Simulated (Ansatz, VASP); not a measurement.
# Two plane-wave programs on W

File POSCAR:

```
W
1.0
    2.8557302207      0.0000000000      0.0000000000
    0.0000000000      4.9436197480      0.0000000000
    0.0000000000      0.0000000000      5.0044256601
W
4
Direct
    0.7931720000      0.5631570000      0.2500000000
    0.2068280000      0.0631570000      0.2500000000
    0.2068280000      0.4368430000      0.7500000000
    0.7931720000      0.9368430000      0.7500000000
```

INCAR.step1

```
SYSTEM = W
PREC     = Accurate       ! precision mode
ENCUT    = 520            ! plane-wave cutoff, eV
ISMEAR   = 1              ! smearing method
SIGMA    = 0.1            ! smearing width, eV
LREAL    = .FALSE.        ! projectors in reciprocal space
LASPH    = .TRUE.         ! aspherical terms in the spheres
NELM     = 80             ! most SCF steps
NBANDS   = 36             ! bands
GGA      = PE             ! functional
ALGO     = Normal         ! electronic algorithm
EDIFF    = 1E-4           ! SCF threshold, eV
LWAVE    = .TRUE.         ! write WAVECAR
LCHARG   = .FALSE.        ! write CHGCAR
```

Contents of INCAR.step2:

```
SYSTEM = W
PREC     = Accurate       ! precision mode
ENCUT    = 520            ! plane-wave cutoff, eV
EDIFF    = 1E-6           ! SCF threshold, eV
ISMEAR   = 1              ! smearing method
SIGMA    = 0.1            ! smearing width, eV
LREAL    = .FALSE.        ! projectors in reciprocal space
LASPH    = .TRUE.         ! aspherical terms in the spheres
NELM     = 80             ! most SCF steps
ALGO     = Normal         ! electronic algorithm
ISIF     = 2              ! what is computed and relaxed
LWAVE    = .FALSE.        ! write WAVECAR
LCHARG   = .FALSE.        ! write CHGCAR
METAGGA  = R2SCAN         ! meta-GGA
LMIXTAU  = .TRUE.       
NBANDS   = 36             ! bands
ISTART   = 1
```

Contents of KPOINTS:

```
Automatic mesh
0
G
  8 5 5
  0 0 0
```

Input for Ansatz:

```yaml
crystal:
  lattice:
    - [2.855730220681135, 0.0, 0.0]
    - [0.0, 4.943619748021062, 0.0]
    - [0.0, 0.0, 5.00442566006751]
  atoms:
    - { symbol: W, position: [0.793172, 0.563157, 0.25] }
    - { symbol: W, position: [0.206828, 0.063157, 0.25] }
    - { symbol: W, position: [0.206828, 0.436843, 0.75] }
    - { symbol: W, position: [0.793172, 0.936843, 0.75] }
basis:
  ecutwfc: 600.0
kpoints:
  mp_grid:
    grid: [8, 5, 5]
hamiltonian:
  xc: r2scan
scf:
  occupations:
    method: cold
output:
  stress: true
```

Alike in both runs: task single point; functional r2SCAN; k mesh 8 × 5 × 5; no spin polarisation.

```csv
,VASP,Ansatz
version,VASP 6.6.1,Ansatz 0.2.0
potentials or method,"VASP PAW PBE potentials, release 64 (W_sv), cutoff 520 eV","plane waves, PAW"
occupations,"methfessel-paxton of order 1, width 0.1 eV",cold
valence electrons in the cell,56,56
```

VASP gave:

```
pressure (GPa)                                                : -17.7
traceless stress, the component that is largest in VASP (GPa) : -3.20
```

**Question.** Estimate Ansatz's values.

**Answer.** Pressure (GPa): -18.5; traceless stress, the component that is largest in VASP (GPa): -3.02.

VASP's potentials were made for PBE, not for r2SCAN.

Spin-orbit coupling is off throughout.
